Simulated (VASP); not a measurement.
# ZnS (P1) in VASP: notebook

Runs on ZnS. Level: r2SCAN. Tasks: single point.

Everything below comes from runs of VASP 6.6.1. Logs are shortened: lines on timing, memory, paths and dates and some standing lists are left out, and cuts for length are marked.

## 1. The cell of the first run

The typed cell holds 8 atoms: a = 5.266 Å, b = 4.860 Å, c = 6.163 Å, α = 92.51°, β = 91.03°, γ = 89.62°.

## 2. Single point, r2SCAN (atoms moved at random and the cell strained at random)

File POSCAR:

```
ZnS
1.0
    5.2659362175     -0.0162043957      0.0509876570
    0.0162043957     -4.8583540894      0.1188248063
   -0.0509876570      0.1188248063     -6.1614234730
Zn S
4 4
Direct
   -0.0184405505      0.5678103034      0.5041777638
    0.5193693366     -0.0407947405      0.4685483921
    0.4651419787      0.5542901338      0.0255021590
   -0.0158444043     -0.0395257233      0.0771472878
    0.7233685553      0.6773979442      0.7725285514
    0.2732783941      0.2236381736      0.7517864978
    0.2999344030      0.8228619831      0.2492324356
    0.7531922870      0.2343219257      0.1510769125
```

File INCAR.step1:

```
ALGO = Normal
EDIFF = 1E-4
ENCUT = 520
GGA = PE
ISMEAR = 0
LASPH = T
LCHARG = F
LREAL = F
LWAVE = T
NBANDS = 46
NELM = 60
PREC = Accurate
SIGMA = 0.05
```

File INCAR.step2:

```
ALGO = Normal
EDIFF = 1E-7
ENCUT = 520
ISIF = 2
ISMEAR = 0
ISTART = 1
LASPH = T
LCHARG = T
LELF = T
LMIXTAU = T
LREAL = F
LVHAR = T
LWAVE = F
METAGGA = R2SCAN
NBANDS = 46
NELM = 60
PREC = Accurate
SIGMA = 0.05
```

File KPOINTS:

```
k-points
0
Gamma
  4 4 4
```

Potentials or basis: VASP PAW PBE potentials, release 64 (Zn, S).

On the command line:

```sh
> cat potpaw_PBE.64/Zn/POTCAR potpaw_PBE.64/S/POTCAR > POTCAR
> cp INCAR.step1 INCAR
> mpirun -np 1 vasp_std > vasp.out
> cp INCAR.step2 INCAR
> mpirun -np 1 vasp_std > vasp.out
```

OUTCAR:

```text
EDIFF = 1E-7
   ENCUT = 520
   ISIF = 2
   ISMEAR = 0
   ISTART = 1
   LASPH = T
   LREAL = F
   METAGGA = R2SCAN
   NELM = 60
   PREC = Accurate

 ion  position               nearest neighbor table
   1  0.982  0.568  0.504-   5 2.20   7 2.67   6 2.76   8 2.90
   2  0.519  0.959  0.469-   7 1.86   6 2.50   5 2.58   8 2.73
   3  0.465  0.554  0.026-   7 2.06   5 2.19   8 2.31   6 2.48
   4  0.984  0.960  0.077-   8 1.84   7 2.08   5 2.65   6 2.89
   5  0.723  0.677  0.773-   3 2.19   1 2.20   2 2.58   4 2.65
   6  0.273  0.224  0.752-   3 2.48   2 2.50   1 2.76   4 2.89
   7  0.300  0.823  0.249-   2 1.86   3 2.06   4 2.08   1 2.67
   8  0.753  0.234  0.151-   4 1.84   3 2.31   2 2.73   1 2.90

  LATTYP: Found a triclinic cell.
 ALAT       =     6.1627800780
 B/A-ratio  =     0.7885781944
 C/A-ratio  =     0.8545182403
 COS(alpha) =     0.0066470243
 COS(beta)  =     0.0180122975
 COS(gamma) =     0.0437477564

  Lattice vectors:

 A1 = (   0.0509876570,  -0.1188248063,   6.1614234730)
 A2 = (   0.0162043957,  -4.8583540894,   0.1188248063)
 A3 = (   5.2659362175,  -0.0162043957,   0.0509876570)

Analysis of symmetry for initial positions (statically):
=====================================================================
 Subroutine PRICEL returns:
 Original cell was already a primitive cell.

 Routine SETGRP: Setting up the symmetry group for a
 triclinic supercell.

 Subroutine GETGRP returns: Found  1 space group operations
 (whereof  1 operations were pure point group operations)
 out of a pool of  2 trial point group operations.

The static configuration has the point symmetry C_1 .

Analysis of symmetry for dynamics (positions and initial velocities):
=====================================================================
 Subroutine PRICEL returns:
 Original cell was already a primitive cell.

 Routine SETGRP: Setting up the symmetry group for a
 triclinic supercell.

 Subroutine GETGRP returns: Found  1 space group operations
 (whereof  1 operations were pure point group operations)
 out of a pool of  2 trial point group operations.

The dynamic configuration has the point symmetry C_1 .

 Subroutine INISYM returns: Found  1 space group operations
 (whereof  1 operations are pure point group operations),
 and found     1 'primitive' translations

----------------------------------------------------------------------------------------
[... 110 lines left out ...]
   NFREE  =      0    steps in history (QN), initial steepest desc. (CG)
   ISIF   =      2    stress and relaxation
   ISYM   =      2    0-nonsym 1-usesym 2-fastsym
   POTIM  = 0.5000    time-step for ionic-motion
   TEBEG  =    0.0;   TEEND  =   0.0 temperature during run
   PSTRESS=    0.0 pullay stress
   NELECT =      72.0000    total number of electrons
   NUPDOWN=      -1.0000    fix difference up-down
   EMIN   =  10.00;   EMAX   =-10.00  energy-range for DOS
   EFERMI =   0.00;   METHOD = LEGACY
   ISMEAR =     0;   SIGMA  =   0.05  broadening in eV -4-tet -1-fermi 0-gaus
   EFERMI_NEDOS =   21; number of points for ismear=-14 and -15
   IALGO  =     38    algorithm
   IMIX   =      4    mixing-type and parameters
     AMIX     =   0.40;   BMIX     =  1.00
     AMIX_MAG =   1.60;   BMIX_MAG =  1.00
  volume/ion in A,a.u.               =      19.69       132.90
  Fermi-wavevector in a.u.,A,eV,Ry     =   1.261009  2.382962 21.635227  1.590144
  Thomas-Fermi vector in A             =   2.394490
   LORBIT       =      0    0 simple, 1 ext, 2 COOP (PROOUT), +10 PAW based schemes
   METAGGA = R2SCAN    functional components
   LHFCALC =     F    Hartree Fock is set to
   AEXX    =    0.0000 exact exchange contribution
   IVDW    =     0    specifies the selected vdW correction
   LEPSILON=     F    determine dielectric tensor
   LRPA    =     F    only Hartree local field effects (RPA)
 non-spin polarized calculation
 Gauss-broadening in eV      SIGMA  =   0.05
  energy-cutoff  :      520.00
  volume of cell :      157.54
 maximum number of plane-waves:      4270
   NGX = 19   NGY = 19   NGZ = 23

 number of electron      72.0000029 magnetization

 Free energy of the ion-electron system (eV)
  ---------------------------------------------------
  ext. energy  EPLUGINS =         0.00000000
  ---------------------------------------------------
  free energy    TOTEN  =       -67.94143013 eV

  energy without entropy =      -67.94143013  energy(sigma->0) =      -67.94143013

 E-fermi :   2.9372     XC(G=0): -10.2945

 val. band max:        2.6855283999   @ k =   0.5000   0.5000   0.2500
 cond. band min:       3.2046383239   @ k =   0.0000   0.0000   0.0000
 fundamental gap:      0.5191099241
 Fermi energy:         2.9372381626

 k-point     1 :       0.0000    0.0000    0.0000
  band No.  band energies     occupation
      1     -13.3251      2.00000
      2     -11.4324      2.00000
      3     -10.6371      2.00000
      4      -9.0076      2.00000
      5      -6.6827      2.00000
      6      -6.0425      2.00000
[... 1165 lines left out ...]
     45       9.5259      0.00000
     46       9.9865      0.00000

 [... further k-points ...]

------------------------ aborting loop because EDIFF is reached ----------------------------------------

  FORCE on cell =-STRESS in cart. coord.  units (eV):
  Direction    XX          YY          ZZ          XY          YZ          ZX
  --------------------------------------------------------------------------------------
  -------------------------------------------------------------------------------------
  Total       19.7634948     12.0786462      2.7232189      6.6805287      7.3268200     -2.5125518
  in kB      200.9889300    122.8362794     27.6943350     67.9390122     74.5116049    -25.5519132
  external PRESSURE =     117.1731815 kB  Pullay stress =       0.0000000 kB

 VOLUME and BASIS-vectors are now :
 -----------------------------------------------------------------------------
  energy-cutoff  :      520.00
  volume of cell :      157.54
      direct lattice vectors                 reciprocal lattice vectors
     5.265936218 -0.016204396  0.050987657     0.189916693  0.000595284 -0.001560138
     0.016204396 -4.858354089  0.118824806    -0.000595284 -0.205930022 -0.003966493
    -0.050987657  0.118824806 -6.161423473     0.001560138 -0.003966493 -0.162389563

 POSITION                                       TOTAL-FORCE (eV/Angst)
 -----------------------------------------------------------------------------------
      5.15232     -2.71462     -2.98894         1.091338      1.630631     -0.134478
      2.72662     -4.61290     -2.74647         4.582614     -3.696664     -7.183275
      2.45709     -2.69744     -0.06755         0.059314      2.945744      2.283339
      5.19413     -4.67310     -0.31103         3.672613      4.371427      4.564438
      3.78080     -3.21097     -4.64250         1.326569     -1.942839      1.557684
      1.40436     -1.00161     -4.59157        -0.767794     -0.359334      0.944117
      1.58006     -3.97300     -1.42256        -5.129032      3.408325      2.447466
      3.96236     -1.13267     -0.86460        -4.835622     -6.357290     -4.479290
 -----------------------------------------------------------------------------------
    total drift:                               -0.028933     -0.002259      0.050798

  FREE ENERGIE OF THE ION-ELECTRON SYSTEM (eV)
  ---------------------------------------------------
  free  energy   TOTEN  =       -67.9414301260 eV

  energy  without entropy=      -67.9414301260  energy(sigma->0) =      -67.94143013
```

OSZICAR.step1:

```text
N       E                     dE             d eps       ncg     rms          rms(c)
DAV:   1     0.596955547948E+03    0.59696E+03   -0.32273E+04  3312   0.188E+03
DAV:   2     0.607496964284E+02   -0.53621E+03   -0.51606E+03  3318   0.435E+02
DAV:   3    -0.193132083469E+02   -0.80063E+02   -0.78572E+02  3730   0.156E+02
DAV:   4    -0.232148213186E+02   -0.39016E+01   -0.38836E+01  3852   0.343E+01
DAV:   5    -0.232848083663E+02   -0.69987E-01   -0.69956E-01  3816   0.459E+00    0.195E+01
DAV:   6    -0.200652860358E+02    0.32195E+01   -0.65852E+00  4536   0.551E+01    0.143E+01
DAV:   7    -0.201662062201E+02   -0.10092E+00   -0.58422E+00  3954   0.144E+01    0.686E+00
DAV:   8    -0.201052422539E+02    0.60964E-01   -0.70433E-01  4194   0.167E+01    0.238E+00
DAV:   9    -0.200979822361E+02    0.72600E-02   -0.12102E-01  4224   0.895E+00    0.522E-01
DAV:  10    -0.201000719465E+02   -0.20897E-02   -0.29392E-02  3970   0.252E+00    0.341E-01
DAV:  11    -0.201007360199E+02   -0.66407E-03   -0.59143E-03  4026   0.843E-01    0.186E-01
DAV:  12    -0.201009087996E+02   -0.17278E-03   -0.82130E-04  3720   0.477E-01    0.648E-02
DAV:  13    -0.201009390137E+02   -0.30214E-04   -0.20906E-04  2500   0.260E-01
   1 F= -.20100939E+02 E0= -.20100931E+02  d E =-.155570E-04
```

Wall time 28 min (1 thread of Oxide Virtual Turin-like, shared host); peak memory 0.35 GiB.

Results:

```yaml
Free_energy: -67.9414 eV
Pressure: 11.7 GPa
Largest_force: 9.288 eV/Å
Band_gap_on_the_k_mesh: 0.52 eV (least direct gap 0.62 eV)
```

Forces on the atoms (eV/Å):
```
Zn   1.091  1.631 -0.134
Zn   4.583 -3.697 -7.183
Zn   0.059  2.946  2.283
Zn   3.673  4.371  4.564
S    1.327 -1.943  1.558
S   -0.768 -0.359  0.944
S   -5.129  3.408  2.447
S   -4.836 -6.357 -4.479
```

Caveat: the cell differs from its parent crystal (atoms moved at random and the cell strained at random); the stress differs along the axes, from 3 to 20 GPa; semilocal functionals underestimate gaps, and a narrow one can read as zero; the PAW data sets were made with another functional, which shifts forces and pressure a little. A k mesh can miss the band edges.

## 3. Single point, r2SCAN (atoms moved at random)

File POSCAR:

```
ZnS
1.0
    5.4093000000      0.0000000000      0.0000000000
    0.0000000000     -5.4093000000      0.0000000000
    0.0000000000      0.0000000000     -5.4093000000
Zn S
4 4
Direct
    0.0002121702      0.4801457335      0.5392114475
    0.5487798946     -0.0067969538      0.4040688732
    0.5171745321      0.5148578825     -0.0107320082
   -0.0081633874      0.0229759360     -0.0385623114
    0.6878159632      0.7836337330      0.8013350189
    0.2372179583      0.2384156535      0.7632558168
    0.2895366852      0.7502722005      0.2753884694
    0.7274261837      0.2164958148      0.2660346938
```

File INCAR.step1:

```
PREC     = Accurate       # precision mode
ENCUT    = 520            # plane-wave cutoff, eV
ISMEAR   = 0              # smearing method
SIGMA    = 0.05           # smearing width, eV
LREAL    = F              # projectors in reciprocal space
LASPH    = T              # aspherical terms in the spheres
NELM     = 80             # most SCF steps
NBANDS   = 46             # bands
GGA      = PE             # functional
ALGO     = Normal         # electronic algorithm
EDIFF    = 1E-4           # SCF threshold, eV
LWAVE    = T              # write WAVECAR
LCHARG   = F              # write CHGCAR
```

File INCAR.step2:

```
PREC     = Accurate       # precision mode
ENCUT    = 520            # plane-wave cutoff, eV
EDIFF    = 1E-6           # SCF threshold, eV
ISMEAR   = 0              # smearing method
SIGMA    = 0.05           # smearing width, eV
LREAL    = F              # projectors in reciprocal space
LASPH    = T              # aspherical terms in the spheres
NELM     = 80             # most SCF steps
ALGO     = Normal         # electronic algorithm
ISIF     = 2              # what is computed and relaxed
LWAVE    = F              # write WAVECAR
LCHARG   = F              # write CHGCAR
METAGGA  = R2SCAN         # meta-GGA
LMIXTAU  = T            
NBANDS   = 46             # bands
ISTART   = 1
```

File KPOINTS:

```
regular mesh
0
Gamma
  4 4 4
```

Potentials or basis: VASP PAW PBE potentials, release 64 (Zn, S).

On the command line:

```sh
> cat potpaw_PBE.64/Zn/POTCAR potpaw_PBE.64/S/POTCAR > POTCAR
> cp INCAR.step1 INCAR
> mpirun -np 1 vasp_std > vasp.out
> cp INCAR.step2 INCAR
> mpirun -np 1 vasp_std > vasp.out
```

Run time: 20 min. Hardware: 1 thread of Oxide Virtual Turin-like, shared host; peak memory 0.34 GiB.

The run converged. Its results:

* Free energy: -69.9895 eV
* Pressure: 13.3 GPa
* Largest force: 17.060 eV/Å
* Band gap on the k mesh: 2.20 eV

Forces on the atoms (eV/Å):
```
Zn   -0.434  -0.950   0.671
Zn   -7.520   9.517  -8.214
Zn   -2.181   2.933  -2.055
Zn   -0.950   1.499  -1.820
S     2.943  -1.649   3.315
S     2.001  -1.293   0.752
S    -3.646   2.279   0.788
S     9.787 -12.336   6.563
```

Stress tensor (GPa, compression positive):
```
 12.75 -16.88   8.58
-16.88  19.36 -11.03
  8.58 -11.03   7.87
```

Levels at points of the mesh, in eV from the valence-band top:
| k point | band 33 | band 34 | band 35 | band 36 | band 37 | band 38 | band 39 | band 40 |
| --- | --- | --- | --- | --- | --- | --- | --- | --- |
| (0.00, 0.00, 0.00) | -2.08 | -0.60 | -0.56 | 0.00 | 2.20 | 2.63 | 3.30 | 3.57 |
| (0.50, 0.00, 0.00) | -1.74 | -1.52 | -1.20 | -0.93 | 3.93 | 4.03 | 4.57 | 4.91 |
| (0.00, 0.50, 0.00) | -1.57 | -1.49 | -1.11 | -0.91 | 3.82 | 4.29 | 4.33 | 4.74 |
| (0.00, 0.00, 0.50) | -1.69 | -1.42 | -1.36 | -1.12 | 3.45 | 4.11 | 4.60 | 4.69 |
| (0.50, 0.50, 0.00) | -1.80 | -1.10 | -0.87 | -0.59 | 3.75 | 4.42 | 5.03 | 5.14 |
| (0.00, 0.50, 0.50) | -1.34 | -1.20 | -0.90 | -0.76 | 4.01 | 4.24 | 5.12 | 5.13 |
| (0.50, 0.00, 0.50) | -1.34 | -1.21 | -0.83 | -0.65 | 3.92 | 4.43 | 4.70 | 5.19 |
| (0.50, 0.50, 0.50) | -0.98 | -0.71 | -0.63 | -0.52 | 2.67 | 3.33 | 3.72 | 4.02 |

Caveat: the cell differs from its parent crystal (atoms moved at random); the stress differs along the axes, from 8 to 19 GPa; the PAW data sets were made with another functional, which shifts forces and pressure a little. A k mesh can miss the band edges.
